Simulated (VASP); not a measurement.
# Si (Fd-3m) in VASP: further runs

The runs below take Si through single point, with PBE.

All numbers are computed with VASP 6.6.1; they aren't measurements. Logs are shortened: lines on timing, memory, paths and dates and some standing lists are left out, and cuts for length are marked.

## (1) The cell of the first run

Symmetry: Fd-3m, No. 227, cubic system. The conventional cell has a = 5.522 Å, b = 5.522 Å, c = 5.522 Å, α = 90.00°, β = 90.00°, γ = 90.00°. Within 3.2 Å of Si (site symmetry -43m) lie 4 Si at 2.39 Å.

## (2) Single point, PBE

The input, INCAR:

```
PREC     = Accurate       # precision mode
ENCUT    = 500            # plane-wave cutoff, eV
EDIFF    = 1E-6           # SCF threshold, eV
ISMEAR   = 0              # smearing method
SIGMA    = 0.1            # smearing width, eV
LREAL    = False          # projectors in reciprocal space
LASPH    = True           # aspherical terms in the spheres
NELM     = 120            # most SCF steps
ALGO     = Normal         # electronic algorithm
ISIF     = 2              # what is computed and relaxed
LWAVE    = False          # write WAVECAR
LCHARG   = False          # write CHGCAR
GGA      = PE             # functional
NBANDS   = 11             # bands
GGA_COMPAT= False
```

The input, KPOINTS:

```
regular mesh
0
Gamma
  6 6 6
```

The input, POSCAR:

```
Si
1.0
    0.0000000000      2.7609679891      2.7609679891
    2.7609679891      0.0000000000      2.7609679891
    2.7609679891      2.7609679891      0.0000000000
Si
2
Direct
    0.7500000000      0.7500000000      0.7500000000
    0.5000000000      0.5000000000      0.5000000000
```

Potentials or basis: VASP PAW PBE potentials, release 64 (Si).

Command:

```console
$ cat potpaw_PBE.64/Si/POTCAR > POTCAR
$ mpirun -np 1 vasp_std > vasp.out
```

OUTCAR:

```text
PREC = Accurate
   ENCUT = 500
   EDIFF = 1E-6
   ISMEAR = 0
   LREAL = False
   LASPH = True
   NELM = 120
   ISIF = 2
   GGA = PE

 ion  position               nearest neighbor table
   1  0.750  0.750  0.750-   2 2.39   2 2.39   2 2.39   2 2.39
   2  0.500  0.500  0.500-   1 2.39   1 2.39   1 2.39   1 2.39

  LATTYP: Found a face centered cubic cell.
 ALAT       =     5.5219359782

  Lattice vectors:

 A1 = (   0.0000000000,   2.7609679891,   2.7609679891)
 A2 = (   2.7609679891,   0.0000000000,   2.7609679891)
 A3 = (   2.7609679891,   2.7609679891,   0.0000000000)

Analysis of symmetry for initial positions (statically):
=====================================================================
 Subroutine PRICEL returns:
 Original cell was already a primitive cell.

 Routine SETGRP: Setting up the symmetry group for a
 face centered cubic supercell.

 Subroutine GETGRP returns: Found 48 space group operations
 (whereof 24 operations were pure point group operations)
 out of a pool of 48 trial point group operations.

The static configuration has the point symmetry T_d .
 The point group associated with its full space group is O_h .

Analysis of symmetry for dynamics (positions and initial velocities):
=====================================================================
 Subroutine PRICEL returns:
 Original cell was already a primitive cell.

 Routine SETGRP: Setting up the symmetry group for a
 face centered cubic supercell.

 Subroutine GETGRP returns: Found 48 space group operations
 (whereof 24 operations were pure point group operations)
 out of a pool of 48 trial point group operations.

The dynamic configuration has the point symmetry T_d .
 The point group associated with its full space group is O_h .

 Subroutine INISYM returns: Found 48 space group operations
 (whereof 24 operations are pure point group operations),
 and found     1 'primitive' translations

----------------------------------------------------------------------------------------

                                     Primitive cell

  volume of cell :      42.0934

  direct lattice vectors                    reciprocal lattice vectors
     0.000000000  2.760967989  2.760967989    -0.181095906  0.181095906  0.181095906
     2.760967989  0.000000000  2.760967989     0.181095906 -0.181095906  0.181095906
     2.760967989  2.760967989  0.000000000     0.181095906  0.181095906 -0.181095906

  length of vectors
     3.904598375  3.904598375  3.904598375     0.313667311  0.313667311  0.313667311

  position of ions in fractional coordinates (direct lattice)
     0.750000000  0.750000000  0.750000000
     0.500000000  0.500000000  0.500000000

  ion indices of the primitive-cell ions
   primitive index   ion index
                 1           1
                 2           2

----------------------------------------------------------------------------------------

 KPOINTS: regular mesh

Automatic generation of k-mesh.
 Grid dimensions read from file:
 generate k-points for:    6    6    6

 Generating k-lattice:

  Cartesian coordinates                     Fractional coordinates (reciprocal lattice)
    -0.030182651  0.030182651  0.030182651     0.166666667  0.000000000  0.000000000
     0.030182651 -0.030182651  0.030182651     0.000000000  0.166666667  0.000000000
     0.030182651  0.030182651 -0.030182651     0.000000000  0.000000000  0.166666667

  Length of vectors
     0.052277885  0.052277885  0.052277885

  Shift w.r.t. Gamma in fractional coordinates (k-lattice)
     0.000000000  0.000000000  0.000000000

 Subroutine IBZKPT returns following result:
 ===========================================

 Found     16 irreducible k-points:

 Following reciprocal coordinates:
            Coordinates               Weight
  0.000000  0.000000  0.000000      1.000000
  0.166667  0.000000  0.000000      8.000000
  0.333333  0.000000  0.000000      8.000000
  0.500000  0.000000  0.000000      4.000000
  0.166667  0.166667  0.000000      6.000000
  0.333333  0.166667  0.000000     24.000000
[... 8 lines left out ...]
 -0.333333  0.333333  0.166667     24.000000
 -0.333333  0.500000  0.166667     12.000000
   k-points           NKPTS =     16   k-points in BZ     NKDIM =     16   number of bands    NBANDS=     11
   number of dos      NEDOS =    301   number of ions     NIONS =      2
   total plane-waves  NPLWV =  21952
   dimension x,y,z NGX =    28 NGY =   28 NGZ =   28
   dimension x,y,z NGXF=    56 NGYF=   56 NGZF=   56
   ions per type =               2
   NGX,Y,Z   is equivalent  to a cutoff of  11.92, 11.92, 11.92 a.u.
   NGXF,Y,Z  is equivalent  to a cutoff of  23.84, 23.84, 23.84 a.u.
 SYSTEM =  unknown system
   PREC   = accura    normal or accurate (medium, high low for compatibility)
   ISTART =      0    job   : 0-new  1-cont  2-samecut
   ICHARG =      2    charge: 1-file 2-atom 10-const
   ISPIN  =      1    spin polarized calculation?
   LNONCOLLINEAR =      F non collinear calculations
   LSORBIT =      F    spin-orbit coupling
   LASPH  =      T    aspherical Exc in radial PAW
   ENCUT  =  500.0 eV  36.75 Ry    6.06 a.u.   7.12  7.12  7.12*2*pi/ulx,y,z
   NELM   =    120;   NELMIN=  2; NELMDL= -5     # of ELM steps
   EDIFF  = 0.1E-05   stopping-criterion for ELM
   LREAL  =      F    real-space projection
   EDIFFG = 0.1E-04   stopping-criterion for IOM
   NSW    =      0    number of steps for IOM
   IBRION =     -1    ionic relax: 0-MD 1-quasi-New 2-CG
   NFREE  =      0    steps in history (QN), initial steepest desc. (CG)
   ISIF   =      2    stress and relaxation
   ISYM   =      2    0-nonsym 1-usesym 2-fastsym
   POTIM  = 0.5000    time-step for ionic-motion
   TEBEG  =    0.0;   TEEND  =   0.0 temperature during run
   PSTRESS=    0.0 pullay stress
   NELECT =       8.0000    total number of electrons
   NUPDOWN=      -1.0000    fix difference up-down
   EMIN   =  10.00;   EMAX   =-10.00  energy-range for DOS
   EFERMI =   0.00;   METHOD = LEGACY
   ISMEAR =     0;   SIGMA  =   0.10  broadening in eV -4-tet -1-fermi 0-gaus
   EFERMI_NEDOS =   21; number of points for ismear=-14 and -15
   IALGO  =     38    algorithm
   IMIX   =      4    mixing-type and parameters
     AMIX     =   0.40;   BMIX     =  1.00
     AMIX_MAG =   1.60;   BMIX_MAG =  1.00
  volume/ion in A,a.u.               =      21.05       142.03
  Fermi-wavevector in a.u.,A,eV,Ry     =   0.941239  1.778685 12.053833  0.885932
  Thomas-Fermi vector in A             =   2.068731
   LORBIT       =      0    0 simple, 1 ext, 2 COOP (PROOUT), +10 PAW based schemes
   GGA     = PE    functional components
   LHFCALC =     F    Hartree Fock is set to
   AEXX    =    0.0000 exact exchange contribution
   IVDW    =     0    specifies the selected vdW correction
   LEPSILON=     F    determine dielectric tensor
   LRPA    =     F    only Hartree local field effects (RPA)
 non-spin polarized calculation
 Gauss-broadening in eV      SIGMA  =   0.10
  energy-cutoff  :      500.00
  volume of cell :       42.09
 maximum number of plane-waves:      1090
   NGX = 15   NGY = 15   NGZ = 15

 number of electron       7.9999999 magnetization

 Free energy of the ion-electron system (eV)
  ---------------------------------------------------
  ext. energy  EPLUGINS =         0.00000000
  ---------------------------------------------------
  free energy    TOTEN  =       -10.81737219 eV

  energy without entropy =      -10.81737219  energy(sigma->0) =      -10.81737219

 E-fermi :   5.7300     XC(G=0):  -9.2096

 val. band max:        5.3393683979   @ k =   0.0000   0.0000   0.0000
 cond. band min:       6.1346251673   @ k =   0.3333   0.3333   0.0000
 fundamental gap:      0.7952567695
 Fermi energy:         5.7299745698

 k-point     1 :       0.0000    0.0000    0.0000
  band No.  band energies     occupation
      1      -6.2830      2.00000
      2       5.3394      2.00000
      3       5.3394      2.00000
      4       5.3394      2.00000
      5       7.8800      0.00000
      6       7.8800      0.00000
      7       7.8800      0.00000
      8       8.1468      0.00000
      9      13.0285      0.00000
     10      13.0285      0.00000
     11      13.1048      0.00000

 k-point     2 :       0.1667    0.0000    0.0000
  band No.  band energies     occupation
      1      -5.9373      2.00000
      2       2.9935      2.00000
      3       4.9103      2.00000
      4       4.9103      2.00000
      5       7.5235      0.00000
      6       8.5000      0.00000
      7       8.5000      0.00000
      8      10.3802      0.00000
      9      12.4188      0.00000
     10      12.4188      0.00000
     11      14.2168      0.00000

 k-point     3 :       0.3333    0.0000    0.0000
  band No.  band energies     occupation
      1      -4.9693      2.00000
      2       0.1500      2.00000
      3       4.3788      2.00000
      4       4.3788      2.00000
      5       6.9286      0.00000
      6       8.8311      0.00000
      7       8.8311      0.00000
      8      12.9849      0.00000
      9      13.2484      0.00000
     10      13.2484      0.00000
     11      14.1440      0.00000

 k-point     4 :       0.5000    0.0000    0.0000
  band No.  band energies     occupation
      1      -4.0751      2.00000
      2      -1.4010      2.00000
      3       4.1857      2.00000
      4       4.1857      2.00000
      5       6.7030      0.00000
      6       8.6951      0.00000
      7       8.6951      0.00000
      8      12.9992      0.00000
      9      15.7572      0.00000
     10      15.7572      0.00000
     11      16.2864      0.00000
[... 127 lines left out ...]
 k-point    14 :       0.5000    0.3333    0.1667
  band No.  band energies     occupation
      1      -4.0967      2.00000
      2      -0.2259      2.00000
      3       1.9508      2.00000
      4       3.1610      2.00000
      5       8.1684      0.00000
      6       9.0514      0.00000
      7       9.4396      0.00000
      8      12.2043      0.00000
      9      14.1078      0.00000
     10      14.9760      0.00000
     11      17.8932      0.00000

 k-point    15 :      -0.3333    0.3333    0.1667
  band No.  band energies     occupation
      1      -3.1692      2.00000
      2      -1.3615      2.00000
      3       1.5244      2.00000
      4       2.7241      2.00000
      5       8.7138      0.00000
      6       8.7946      0.00000
      7      11.3305      0.00000
      8      11.6606      0.00000
      9      12.6887      0.00000
     10      16.1675      0.00000
     11      16.9394      0.00000

 k-point    16 :      -0.3333    0.5000    0.1667
  band No.  band energies     occupation
      1      -2.2130      2.00000
      2      -2.2130      2.00000
      3       1.8877      2.00000
      4       1.8877      2.00000
      5       8.0891      0.00000
      6       8.0891      0.00000
      7      11.9170      0.00000
      8      11.9170      0.00000
      9      15.6126      0.00000
     10      15.6126      0.00000
     11      17.9047      0.00000

------------------------ aborting loop because EDIFF is reached ----------------------------------------

  FORCE on cell =-STRESS in cart. coord.  units (eV):
  Direction    XX          YY          ZZ          XY          YZ          ZX
  --------------------------------------------------------------------------------------
  -------------------------------------------------------------------------------------
  Total       -0.6275167     -0.6275167     -0.6275167      0.0000000      0.0000000     -0.0000000
  in kB      -23.8848067    -23.8848067    -23.8848067      0.0000000      0.0000000     -0.0000000
  external PRESSURE =     -23.8848067 kB  Pullay stress =       0.0000000 kB

 VOLUME and BASIS-vectors are now :
 -----------------------------------------------------------------------------
  energy-cutoff  :      500.00
  volume of cell :       42.09
      direct lattice vectors                 reciprocal lattice vectors
     0.000000000  2.760967989  2.760967989    -0.181095906  0.181095906  0.181095906
     2.760967989  0.000000000  2.760967989     0.181095906 -0.181095906  0.181095906
     2.760967989  2.760967989  0.000000000     0.181095906  0.181095906 -0.181095906

 POSITION                                       TOTAL-FORCE (eV/Angst)
 -----------------------------------------------------------------------------------
      4.14145      4.14145      4.14145         0.000000      0.000000      0.000000
      2.76097      2.76097      2.76097        -0.000000     -0.000000     -0.000000
 -----------------------------------------------------------------------------------
    total drift:                                0.000000      0.000000     -0.000000

  FREE ENERGIE OF THE ION-ELECTRON SYSTEM (eV)
  ---------------------------------------------------
  free  energy   TOTEN  =       -10.8173721910 eV

  energy  without entropy=      -10.8173721906  energy(sigma->0) =      -10.81737219
```

It took 13 s on 1 thread of Intel Xeon 8259CL, shared host; peak memory 0.14 GiB.

What came out:

| Quantity | Value |
| --- | --- |
| Free energy | -10.8174 eV |
| Pressure | -2.4 GPa |
| Band gap on the k mesh | 0.80 eV, indirect (least direct gap 2.52 eV) |

A k mesh can miss the band edges.

(Part 1 of 2 ends here.)
